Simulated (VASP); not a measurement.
Set up this calculation in VASP 6.6.1, as the native input.

```
Task                   : single point
Functional             : PBE
Potentials or basis    : VASP PAW PBE potentials, release 64 (Sr_sv, O)
Cutoff                 : 520 eV
k mesh                 : 8 × 8 × 8
Occupations            : gaussian, width 0.05 eV
Spin                   : no spin polarisation
Dipole correction      : no
Further INCAR settings : ALGO = Normal; EDIFF = 1e-06; NBANDS = 15
```

The structure of SrO lies in POSCAR:

```
SrO
1.0
    0.0000000000      2.4927060000      2.5698000000
    2.4927060000      0.0000000000      2.5698000000
    2.4927060000      2.4927060000      0.0000000000
Sr O
1 1
Direct
    0.0000000000      0.0000000000      0.0000000000
    0.5000000000      0.5000000000      0.5000000000
```

This cell differs from its parent crystal: strain -0.030 along x and y, +0.000 along z.

The input as run:

INCAR

```
SYSTEM = SrO
ALGO = Normal
EDIFF = 1E-6
ENCUT = 520
GGA = PE
ISIF = 2
ISMEAR = 0
LASPH = .TRUE.
LCHARG = .FALSE.
LREAL = .FALSE.
LWAVE = .FALSE.
NBANDS = 15
NELM = 60
PREC = Accurate
SIGMA = 0.05
```

KPOINTS

```
k-points
0
G
  8 8 8
  0 0 0
```

Potentials or basis: VASP PAW PBE potentials, release 64 (Sr_sv, O).

Launch:

```bash
$ cat potpaw_PBE.64/Sr_sv/POTCAR potpaw_PBE.64/O/POTCAR > POTCAR
$ mpirun -np 1 vasp_std > vasp.out
```

Results of the run:

* Pressure: 10.7 GPa
* Band gap on the k mesh: 3.14 eV, indirect (least direct gap 3.16 eV)

Caveat: the cell differs from its parent crystal (strain -0.030 along x and y, +0.000 along z).

Run time: 12 s on 1 thread of Intel(R) Xeon(R) 6975P-C (Granite Rapids), on a shared host, peak memory 0.17 GiB.
